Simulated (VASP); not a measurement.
# B16P16H (a cell with a defect) in VASP: notebook, part 2 of 2

VASP 6.6.1.

### 3 Single point, PBE

File INCAR:

```
SYSTEM = B16P16H
  ALGO = Normal
  EDIFF = 1E-6
  ENCUT = 520
  GGA = PE
  ISIF = 2
  ISMEAR = 0
  LASPH = .TRUE.
  LCHARG = .FALSE.
  LREAL = Auto
  LWAVE = .FALSE.
  NBANDS = 86
  NELECT = 128.0
  NELM = 80
  PREC = Accurate
  SIGMA = 0.02
```

File KPOINTS:

```
Automatic mesh
0
Gamma
  2 2 2
  0.5 0.5 0.5
```

File POSCAR:

```
B16P16H
1.0
    4.5481927936      4.5481927936     -4.5481927936
   -4.5481927936     -4.5481927936     -4.5481927936
   -4.5481927936      4.5481927936      4.5481927936
B P H
16 16 1
Direct
    0.2495034955      0.4994931181      0.2505491855
    0.4989582902      0.2499688451      0.2515242981
    0.7490270652     -0.0009977589      0.2495436213
    0.7514357142      0.5055211167      0.7499871168
    0.0001827099      0.5005823419      0.5002380293
    0.2505683140      0.2494893140      0.4984448995
    0.4900240823     -0.0049433920      0.4945539035
    0.7503674877      0.7506897036      0.4995752386
   -0.0027526318      0.7483586678      0.2483817312
    0.5018962704      0.5009433644      0.0014438702
    0.7458188678      0.2505267590      0.0054342463
    0.0356085389      0.2507617974      0.7499689777
    0.2544099497      0.9969061792      0.7499879963
    0.5006874386      0.7497719764      0.7500081142
    0.0008158185      0.0011315483      0.0004632609
    0.2499531246      0.7503712254     -0.0001802914
    0.2556923272      0.5048800929      0.0052398834
    0.4966812320      0.2499809378      0.0028583881
    0.7491210585     -0.0007167682     -0.0009416927
    0.7496807314      0.4998055498      0.4984778797
   -0.0002593338      0.5007262452      0.2501551829
    0.2501817868      0.2502153166      0.2501293484
    0.4996178929      0.0006178278      0.2499516955
    0.7499012585      0.7500189976      0.2498197749
    0.0011842066      0.7513421605      0.0015129086
    0.4980695856      0.4998778863      0.7499918440
    0.7112315038      0.2505280782      0.7500884758
    0.0007659086      0.2497278703      0.4947534333
    0.2435702597     -0.0029967947      0.4970118028
    0.5000468545      0.7502715155      0.5009710677
    0.0069057099     -0.0070987536      0.7500440625
    0.2513546703      0.7479133261      0.7500276824
   -0.1382751410      0.1749192561     -0.2536036954
```

Potentials or basis: VASP PAW PBE potentials, release 64 (B, P, H).

Launch:

```sh
cat potpaw_PBE.64/B/POTCAR potpaw_PBE.64/P/POTCAR potpaw_PBE.64/H/POTCAR > POTCAR
mpirun -np 1 vasp_std > vasp.out
```

OUTCAR:

```text
SYSTEM = B16P16H
   EDIFF = 1E-6
   ENCUT = 520
   GGA = PE
   ISIF = 2
   ISMEAR = 0
   LASPH = .TRUE.
   LREAL = Auto
   NELECT = 128.0
   NELM = 80
   PREC = Accurate

 ion  position               nearest neighbor table
   1  0.250  0.499  0.251-  17 1.96  22 1.96  21 1.97  30 1.97
   2  0.499  0.250  0.252-  18 1.95  22 1.96  23 1.96  20 1.96
   3  0.749  0.999  0.250-  28 1.96  24 1.96  23 1.97  19 1.97
   4  0.751  0.506  0.750-  27 1.93  20 1.96  25 1.96  26 1.98
   5  0.000  0.501  0.500-  28 1.96  32 1.97  20 1.97  21 1.97
   6  0.251  0.249  0.498-  22 1.96  28 1.96  29 1.97  26 1.97
   7  0.490  0.995  0.495-  27 1.94  29 1.95  23 1.97  30 1.97
   8  0.750  0.751  0.500-  24 1.96  31 1.97  20 1.97  30 1.97
   9  0.997  0.748  0.248-  29 1.95  24 1.96  21 1.96  25 1.96
  10  0.502  0.501  0.001-  24 1.96  17 1.96  18 1.97  26 1.97
  11  0.746  0.251  0.005-  27 1.94  18 1.95  21 1.97  19 1.97
  12  0.036  0.251  0.750-  33 1.29  17 1.93  28 1.93  31 1.97  27 2.56
  13  0.254  0.997  0.750-  31 1.94  32 1.95  29 1.97  18 1.97
  14  0.501  0.750  0.750-  32 1.96  30 1.96  19 1.96  26 1.96
  15  0.001  0.001  0.000-  22 1.96  31 1.97  25 1.97  19 1.97
  16  0.250  0.750  1.000-  17 1.96  32 1.97  25 1.97  23 1.97
  17  0.256  0.505  0.005-  12 1.93  10 1.96   1 1.96  16 1.96
  18  0.497  0.250  0.003-   2 1.95  11 1.95  13 1.97  10 1.97
  19  0.749  0.999  0.999-  14 1.96  11 1.97   3 1.97  15 1.97
  20  0.750  0.500  0.498-   4 1.96   2 1.96   5 1.97   8 1.97
  21  1.000  0.501  0.250-   9 1.96  11 1.97   5 1.97   1 1.97
  22  0.250  0.250  0.250-   2 1.96   6 1.96   1 1.96  15 1.96
  23  0.500  0.001  0.250-   2 1.96   7 1.97  16 1.97   3 1.97
  24  0.750  0.750  0.250-   9 1.96  10 1.96   3 1.96   8 1.96
  25  0.001  0.751  0.002-   4 1.96   9 1.96  16 1.97  15 1.97
  26  0.498  0.500  0.750-  14 1.96   6 1.97  10 1.97   4 1.98
  27  0.711  0.251  0.750-  33 1.50   4 1.93  11 1.94   7 1.94  12 2.56
  28  0.001  0.250  0.495-  12 1.93   6 1.96   5 1.96   3 1.96
  29  0.244  0.997  0.497-   9 1.95   7 1.95  13 1.97   6 1.97
  30  0.500  0.750  0.501-  14 1.96   7 1.97   1 1.97   8 1.97
  31  0.007  0.993  0.750-  13 1.94  12 1.97  15 1.97   8 1.97
  32  0.251  0.748  0.750-  13 1.95  14 1.96   5 1.97  16 1.97
  33  0.862  0.175  0.746-  12 1.29  27 1.50

  LATTYP: Found a body centered cubic cell.
 ALAT       =     9.0963855872

[... 202 lines left out ...]
   LEPSILON=     F    determine dielectric tensor
   LRPA    =     F    only Hartree local field effects (RPA)
 non-spin polarized calculation
 Gauss-broadening in eV      SIGMA  =   0.02
  energy-cutoff  :      520.00
  volume of cell :      376.34
 maximum number of plane-waves:     10168
 NGX is ok and might be reduce to    60
   NGX = 29   NGY = 29   NGZ = 29

 number of electron     128.0000006 magnetization

 Free energy of the ion-electron system (eV)
  ---------------------------------------------------
  ext. energy  EPLUGINS =         0.00000000
  ---------------------------------------------------
  free energy    TOTEN  =      -215.90306568 eV

  energy without entropy =     -215.90306568  energy(sigma->0) =     -215.90306568

 E-fermi :   6.4633     XC(G=0): -10.8674

 val. band max:        6.3232621411   @ k =   0.2500   0.2500   0.2500
 cond. band min:       8.2829058126   @ k =   0.2500   0.2500  -0.2500
 fundamental gap:      1.9596436715
 Fermi energy:         6.4633397920

 k-point     1 :       0.2500    0.2500    0.2500
  band No.  band energies     occupation
      1      -7.3553      2.00000
      2      -6.9916      2.00000
      3      -6.8899      2.00000
      4      -6.8817      2.00000
      5      -5.0338      2.00000
      6      -4.6129      2.00000
[... 305 lines left out ...]
     75      10.9847      0.00000
     76      11.0265      0.00000
 [bands above 76 left out]

------------------------ aborting loop because EDIFF is reached ----------------------------------------

  FORCE on cell =-STRESS in cart. coord.  units (eV):
  Direction    XX          YY          ZZ          XY          YZ          ZX
  --------------------------------------------------------------------------------------
  -------------------------------------------------------------------------------------
  Total       -6.1388585     -6.1153734     -6.0609949      2.3008486     -2.5384888     -2.5491861
  in kB      -26.1349465    -26.0349635    -25.8034580      9.7953967    -10.8071020    -10.8526434
  external PRESSURE =     -25.9911227 kB  Pullay stress =       0.0000000 kB

 VOLUME and BASIS-vectors are now :
 -----------------------------------------------------------------------------
  energy-cutoff  :      520.00
  volume of cell :      376.34
      direct lattice vectors                 reciprocal lattice vectors
     4.548192794  4.548192794 -4.548192794     0.000000000  0.109933774 -0.109933774
    -4.548192794 -4.548192794 -4.548192794    -0.109933774  0.000000000 -0.109933774
    -4.548192794  4.548192794  4.548192794    -0.109933774  0.109933774  0.000000000

 POSITION                                       TOTAL-FORCE (eV/Angst)
 -----------------------------------------------------------------------------------
     -2.27655      0.00254     -2.26704         0.000072      0.000759     -0.001335
     -0.01153      2.27643     -2.26228         0.000304     -0.001479     -0.000081
     -2.27191     -0.00196     -6.81540         0.000689     -0.000355     -0.001783
     -2.29262      4.52955     -2.30580        -0.006380     -0.005993      0.001720
     -4.55109     -0.00074     -0.00240         0.001563      0.000201     -0.001328
     -2.26212      2.27193     -0.00734        -0.002158     -0.000249      0.001373
[... 25 lines left out ...]
     -5.66972      1.15283     -1.13359         0.004610      0.003865     -0.002999
     -0.27103      6.51848     -1.32010        -0.025877     -0.024329      0.016024
 -----------------------------------------------------------------------------------
    total drift:                               -0.010204     -0.010882      0.007054

  FREE ENERGIE OF THE ION-ELECTRON SYSTEM (eV)
  ---------------------------------------------------
  free  energy   TOTEN  =      -215.9030656834 eV

  energy  without entropy=     -215.9030656834  energy(sigma->0) =     -215.90306568
```

OSZICAR:

```text
N       E                     dE             d eps       ncg     rms          rms(c)
DAV:   1     0.411115594770E+03    0.41112E+03   -0.56953E+04   688   0.133E+03
DAV:   2    -0.188146629036E+03   -0.59926E+03   -0.56281E+03   856   0.224E+02
DAV:   3    -0.226219224888E+03   -0.38073E+02   -0.37552E+02   856   0.534E+01
DAV:   4    -0.226966070713E+03   -0.74685E+00   -0.74150E+00   848   0.831E+00
DAV:   5    -0.226987725276E+03   -0.21655E-01   -0.21618E-01   832   0.124E+00    0.291E+01
DAV:   6    -0.217432025382E+03    0.95557E+01   -0.19020E+01   778   0.105E+01    0.159E+01
DAV:   7    -0.215997796535E+03    0.14342E+01   -0.47906E+00   880   0.528E+00    0.454E+00
DAV:   8    -0.215892931915E+03    0.10486E+00   -0.40202E-01   816   0.179E+00    0.140E+00
DAV:   9    -0.215902223490E+03   -0.92916E-02   -0.38225E-02   824   0.577E-01    0.304E-01
DAV:  10    -0.215902601601E+03   -0.37811E-03   -0.33335E-03   792   0.166E-01    0.927E-02
DAV:  11    -0.215902995125E+03   -0.39352E-03   -0.37612E-04   832   0.654E-02    0.454E-02
DAV:  12    -0.215903055491E+03   -0.60366E-04   -0.52721E-05   784   0.238E-02    0.235E-02
DAV:  13    -0.215903064248E+03   -0.87568E-05   -0.12035E-05   816   0.106E-02    0.866E-03
DAV:  14    -0.215903065676E+03   -0.14276E-05   -0.10204E-06   536   0.344E-03    0.394E-03
DAV:  15    -0.215903065683E+03   -0.77835E-08   -0.50702E-07   416   0.213E-03
   1 F= -.21590307E+03 E0= -.21590307E+03  d E =-.140077E-23
```

It took 5.7 min on 1 thread of Intel Xeon Platinum 8375C at 2.90GHz (Ice Lake), shared host; peak memory 0.5 GiB.

What came out:

- Free energy: -215.9031 eV
- Largest force: 0.039 eV/Å

Forces on the atoms (eV/Å):
```
B    0.000  0.001 -0.001
B    0.000 -0.001  0.000
B    0.001  0.000 -0.002
B   -0.006 -0.006  0.002
B    0.002  0.000 -0.001
B   -0.002  0.000  0.001
B   -0.002 -0.005  0.003
B    0.003  0.000  0.005
B   -0.001  0.001  0.000
B   -0.001 -0.002  0.003
B   -0.006  0.000  0.006
B    0.004  0.004 -0.012
B   -0.001  0.000  0.001
B   -0.003 -0.003  0.004
B   -0.001  0.002  0.004
B    0.000  0.000  0.000
P    0.009  0.001  0.000
P    0.001  0.005 -0.003
P    0.004 -0.006  0.004
P    0.003 -0.003  0.000
P   -0.004 -0.006 -0.001
P    0.003  0.000  0.000
P   -0.006 -0.004 -0.002
P    0.001  0.002 -0.001
P   -0.002  0.004  0.000
P    0.001  0.001 -0.004
P    0.027  0.024 -0.013
P   -0.001  0.007  0.002
P    0.005  0.002 -0.003
P   -0.007  0.004  0.005
P    0.001  0.003 -0.009
P    0.005  0.004 -0.003
H   -0.026 -0.024  0.016
```

Levels at points of the mesh, in eV from the Fermi level:
```
           k point  band 61  band 62  band 63  band 64  band 65  band 66  band 67  band 68
(0.25, 0.25, 0.25)    -0.20    -0.16    -0.15    -0.14     2.00     3.18     3.34     3.39
```

Caveat: the cell carries a net charge on a neutralising background, which shifts energy and pressure; the cell is charged against a uniform background, so pressure and absolute levels hang on convention.
